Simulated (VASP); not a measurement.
# Mg (P6_3/mmc) in VASP: notebook, part 2 of 2

VASP 6.6.1.

### 3 Electric field gradients, r2SCAN (volume scaled by 1.04)

POSCAR

```
Mg
1.0
    3.2137652216      0.0000000000      0.0000000000
   -1.6068826108      2.7832023237      0.0000000000
    0.0000000000      0.0000000000      5.2088600914
Mg
2
Direct
    0.3333333333      0.6666666667      0.2500000000
    0.6666666667      0.3333333333      0.7500000000
```

INCAR.step1

```
PREC = Accurate
ENCUT = 520
ISMEAR = -1
SIGMA = 0.08
LREAL = False
LASPH = True
NELM = 100
NBANDS = 9
GGA = PE
ALGO = Normal
EDIFF = 1E-4
LWAVE = True
LCHARG = False
```

INCAR.step2

```
PREC = Accurate
ENCUT = 520
EDIFF = 1E-8
ISMEAR = -1
SIGMA = 0.08
LREAL = False
LASPH = True
NELM = 100
ALGO = Normal
ISIF = 2
LWAVE = False
LCHARG = False
METAGGA = R2SCAN
LMIXTAU = True
LEFG = True
NBANDS = 9
ISTART = 1
```

KPOINTS

```
Automatic mesh
0
Gamma
  15 15 8
```

Potentials or basis: VASP PAW PBE potentials, release 64 (Mg).

Command:

```sh
$ cat potpaw_PBE.64/Mg/POTCAR > POTCAR
$ cp INCAR.step1 INCAR
$ mpirun -np 1 vasp_std > vasp.out
$ cp INCAR.step2 INCAR
$ mpirun -np 1 vasp_std > vasp.out
```

OUTCAR:

```text
PREC = Accurate
   ENCUT = 520
   EDIFF = 1E-8
   ISMEAR = -1
   LREAL = False
   LASPH = True
   NELM = 100
   ISIF = 2
   METAGGA = R2SCAN
   ISTART = 1

 ion  position               nearest neighbor table
   1  0.333  0.667  0.250-   2 3.20   2 3.20   2 3.20   2 3.20   2 3.20   2 3.20
   2  0.667  0.333  0.750-   1 3.20   1 3.20   1 3.20   1 3.20   1 3.20   1 3.20

  LATTYP: Found a hexagonal cell.
 ALAT       =     3.2137652216
 C/A-ratio  =     1.6207967080

  Lattice vectors:

 A1 = (   3.2137652216,   0.0000000000,   0.0000000000)
 A2 = (  -1.6068826108,   2.7832023237,   0.0000000000)
 A3 = (   0.0000000000,   0.0000000000,   5.2088600914)

Analysis of symmetry for initial positions (statically):
=====================================================================
 Subroutine PRICEL returns:
 Original cell was already a primitive cell.

 Routine SETGRP: Setting up the symmetry group for a
 hexagonal supercell.

 Subroutine GETGRP returns: Found 24 space group operations
 (whereof 12 operations were pure point group operations)
 out of a pool of 24 trial point group operations.

The static configuration has the point symmetry D_3d.
 The point group associated with its full space group is D_6h.

Analysis of symmetry for dynamics (positions and initial velocities):
=====================================================================
 Subroutine PRICEL returns:
 Original cell was already a primitive cell.

 Routine SETGRP: Setting up the symmetry group for a
 hexagonal supercell.

 Subroutine GETGRP returns: Found 24 space group operations
 (whereof 12 operations were pure point group operations)
 out of a pool of 24 trial point group operations.

[... 162 lines left out ...]
      5      14.1683      0.00000
      6      14.2907      0.00000
      7      14.2907      0.00000
      8      15.0972      0.00000
      9      16.8790      0.00000
[... 265 lines left out ...]
 k-point    24 :       0.4000    0.2000    0.0000
  band No.  band energies     occupation
      1       0.8113      2.00000
      2       0.9626      2.00000
      3       4.5643      0.00000
      4       5.9302      0.00000
      5       6.2741      0.00000
      6       6.6154      0.00000
      7       8.2795      0.00000
      8      10.0313      0.00000
      9      11.3570      0.00000

 [... further k-points ...]
[... 5 lines left out ...]
  --------------------------------------------------------------------------------------
  -------------------------------------------------------------------------------------
  Total       -0.3511772     -0.3511772     -0.5498253      0.0000000      0.0000000      0.0000000
  in kB      -12.0763396    -12.0763396    -18.9074812      0.0000000      0.0000000      0.0000000
  external PRESSURE =     -14.3533868 kB  Pullay stress =       0.0000000 kB

 VOLUME and BASIS-vectors are now :
 -----------------------------------------------------------------------------
  energy-cutoff  :      520.00
  volume of cell :       46.59
      direct lattice vectors                 reciprocal lattice vectors
     3.213765222  0.000000000  0.000000000     0.311161498  0.179649175  0.000000000
    -1.606882611  2.783202324  0.000000000     0.000000000  0.359298349  0.000000000
     0.000000000  0.000000000  5.208860091     0.000000000  0.000000000  0.191980584

 POSITION                                       TOTAL-FORCE (eV/Angst)
 -----------------------------------------------------------------------------------
     -0.00000      1.85547      1.30222         0.000000      0.000000      0.000000
      1.60688      0.92773      3.90665        -0.000000      0.000000      0.000000
 -----------------------------------------------------------------------------------
    total drift:                                0.000000     -0.000000      0.000000

  FREE ENERGIE OF THE ION-ELECTRON SYSTEM (eV)
  ---------------------------------------------------
  free  energy   TOTEN  =        -8.2969497375 eV

  energy  without entropy=       -8.2807548653  energy(sigma->0) =       -8.28885230

 Electric field gradients (V/A^2)
---------------------------------------------------------------------
 ion       V_xx      V_yy      V_zz      V_xy      V_xz      V_yz
---------------------------------------------------------------------
   1      -0.375    -0.375     0.751    -0.000    -0.000     0.000
   2      -0.375    -0.375     0.751    -0.000     0.000    -0.000
---------------------------------------------------------------------

 Electric field gradients after diagonalization (V/A^2)
 (convention: |V_zz| > |V_xx| > |V_yy|)
----------------------------------------------------------------------
 ion       V_xx      V_yy      V_zz     asymmetry (V_yy - V_xx)/ V_zz
----------------------------------------------------------------------
   1      -0.375    -0.375     0.751       0.000
   2      -0.375    -0.375     0.751       0.000
----------------------------------------------------------------------

           NMR quadrupolar parameters

 Cq : quadrupolar parameter    Cq=e*Q*V_zz/h
 eta: asymmetry parameters     (V_yy - V_xx)/ V_zz
 Q  : nuclear electric quadrupole moment in mb (millibarn)
----------------------------------------------------------------------
 ion       Cq(MHz)       eta       Q (mb)
----------------------------------------------------------------------
   1       0.002       0.000       1.000
   2       0.002       0.000       1.000
----------------------------------------------------------------------
```

OUTCAR.step1:

```text
PREC = Accurate
   ENCUT = 520
   ISMEAR = -1
   LREAL = False
   LASPH = True
[... 512 lines left out ...]
     -0.00000      1.85547      1.30222         0.000000     -0.000000      0.000000
      1.60688      0.92773      3.90665        -0.000000      0.000000      0.000000
 -----------------------------------------------------------------------------------
    total drift:                                0.000000     -0.000000      0.000000

  FREE ENERGIE OF THE ION-ELECTRON SYSTEM (eV)
  ---------------------------------------------------
  free  energy   TOTEN  =        -3.0198070202 eV

  energy  without entropy=       -3.0010703159  energy(sigma->0) =       -3.01043867
```

OSZICAR.step1:

```text
N       E                     dE             d eps       ncg     rms          rms(c)
DAV:   1    -0.353703723967E+00   -0.35370E+00   -0.12658E+03  2430   0.313E+02
DAV:   2    -0.299469807271E+01   -0.26410E+01   -0.25548E+01  3272   0.269E+01
DAV:   3    -0.303316528472E+01   -0.38467E-01   -0.38059E-01  3234   0.269E+00
DAV:   4    -0.303328710897E+01   -0.12182E-03   -0.12181E-03  3102   0.151E-01
DAV:   5    -0.303328774798E+01   -0.63901E-06   -0.63931E-06  2997   0.102E-02    0.962E-01
DAV:   6    -0.302728824373E+01    0.59995E-02   -0.65771E-04  2899   0.198E-01    0.617E-01
DAV:   7    -0.301979399301E+01    0.74943E-02   -0.25739E-03  2524   0.345E-01    0.344E-02
DAV:   8    -0.301980702016E+01   -0.13027E-04   -0.16563E-05  2029   0.248E-02
   1 F= -.30198070E+01 E0= -.30104387E+01  d E =-.187367E-01
```

It took 84 s on 1 thread of Intel Xeon Platinum 8488C (Sapphire Rapids), shared host; peak memory 0.19 GiB.

What came out:

```yaml
Free_energy: -8.2969 eV
Pressure: -1.4 GPa
Band_gap_on_the_k_mesh: zero (band 2 reaches 3.50 eV, above the bottom of band 3 at 1.39 eV)
```

Levels at points of the mesh, in eV from the Fermi level:
| k point | band 1 | band 2 | band 3 | band 4 | band 5 | band 6 |
| --- | --- | --- | --- | --- | --- | --- |
| (0.00, 0.00, 0.00) | -7.32 | -1.87 | -1.18 | 11.60 | 11.60 | 11.72 |
| (0.00, 0.00, 0.50) | -5.85 | -5.85 | 5.37 | 5.37 | 12.36 | 12.36 |

Electric field gradients, principal values (V/Å²):
| atom | least | middle | greatest (by size) |
| --- | --- | --- | --- |
| 1 Mg | -0.375 | -0.375 | 0.751 |
| 2 Mg | -0.375 | -0.375 | 0.751 |

Caveat: without QUAD_EFG the Cq values of the log hold for a quadrupole moment of 1 mb, not for the nuclei; the PAW data sets were made with another functional, which shifts forces and pressure a little.
